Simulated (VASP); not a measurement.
A run of VASP 6.6.1:

The input POSCAR:

```
MnO
1.0
    2.2158000000      2.2158000000      4.4316000000
    4.4316000000      2.2158000000      2.2158000000
    2.2158000000      4.4316000000      2.2158000000
Mn O
2 2
Direct
    0.0000000000      0.0000000000      0.0000000000
    0.5000000000      0.5000000000      0.5000000000
    0.2500000000      0.2500000000      0.2500000000
    0.7500000000      0.7500000000      0.7500000000
```

INCAR.step1

```
PREC = Accurate
ENCUT = 520
ISMEAR = 0
SIGMA = 0.02
LREAL = F
LASPH = T
NELM = 150
ISPIN = 2
MAGMOM = 5 5 0 0
LMAXMIX = 4
NBANDS = 31
GGA = PE
ALGO = Normal
EDIFF = 1E-4
LWAVE = T
LCHARG = F
```

INCAR.step2

```
PREC = Accurate
ENCUT = 520
EDIFF = 1E-7
ISMEAR = 0
SIGMA = 0.02
LREAL = F
LASPH = T
NELM = 150
ALGO = Normal
ISIF = 2
LWAVE = F
LCHARG = F
ISPIN = 2
MAGMOM = 5 5 0 0
LORBIT = 11
LMAXMIX = 4
METAGGA = R2SCAN
LMIXTAU = T
NBANDS = 31
ISTART = 1
```

The input KPOINTS:

```
Automatic mesh
0
Gamma
  6 6 6
```

Potentials or basis: VASP PAW PBE potentials, release 64 (Mn_pv, O).

Command:

```bash
$ cat potpaw_PBE.64/Mn_pv/POTCAR potpaw_PBE.64/O/POTCAR > POTCAR
$ cp INCAR.step1 INCAR
$ mpirun -np 1 vasp_std > vasp.out
$ cp INCAR.step2 INCAR
$ mpirun -np 1 vasp_std > vasp.out
```

Hardware: 1 thread of Intel Xeon 8259CL (shared host).

**Question.** Estimate the wall time of this run.

**Answer.** It took 17 min on 1 thread of Intel Xeon 8259CL, on a shared host, peak memory 0.35 GiB. Counts: k points 32.
